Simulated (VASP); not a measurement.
Wanted: the native input for a VASP 6.6.1 run.

```
Task                   : single point
Functional             : PBEsol
Potentials or basis    : VASP PAW PBE potentials, release 64 (Zr_sv, O)
Cutoff                 : 520 eV
k mesh                 : 10 × 10 × 10
Occupations            : gaussian, width 0.15 eV
Spin                   : no spin polarisation
Dipole correction      : no
Further INCAR settings : ALGO = Normal; EDIFF = 1e-06; NBANDS = 39
```

The structure of Zr2O lies in POSCAR:

```
Zr2O
1.0
    4.8722925076      0.0000000000      0.0000000000
    0.0000000000      4.8722925076      0.0000000000
    0.0000000000      0.0000000000      4.8002881848
Zr O
4 2
Direct
    0.2500000000      0.2500000000      0.7500000000
    0.7500000000      0.2500000000      0.2500000000
    0.2500000000      0.7500000000      0.2500000000
    0.7500000000      0.7500000000      0.7500000000
    0.0000000000      0.0000000000      0.0000000000
    0.5000000000      0.5000000000      0.5000000000
```

This cell differs from its parent crystal: strain +0.015 along x and y, +0.000 along z.

The input as run:

INCAR

```
SYSTEM = Zr2O
PREC = Accurate
ENCUT = 520
EDIFF = 1E-6
ISMEAR = 0
SIGMA = 0.15
LREAL = .FALSE.
LASPH = .TRUE.
NELM = 100
ALGO = Normal
ISIF = 2
LWAVE = .FALSE.
LCHARG = .TRUE.
GGA = PS
LELF = .TRUE.
LVHAR = .TRUE.
NBANDS = 39
```

KPOINTS

```
Automatic mesh
0
G
  10 10 10
  0 0 0
```

Potentials or basis: VASP PAW PBE potentials, release 64 (Zr_sv, O).

The run is started by

```sh
$ cat potpaw_PBE.64/Zr_sv/POTCAR potpaw_PBE.64/O/POTCAR > POTCAR
$ mpirun -np 1 vasp_std > vasp.out
```

Results of the run:

- Pressure: -3.8 GPa
- Band gap on the k mesh: zero (band 30 reaches 8.57 eV, above the bottom of band 31 at 7.79 eV)

Caveat: the cell differs from its parent crystal (strain +0.015 along x and y, +0.000 along z); the PAW data sets were made with another functional, which shifts forces and pressure a little.

Run time: 10 min on 1 thread of Oxide Virtual Turin-like Processor, with other jobs on the host, peak memory 0.47 GiB.
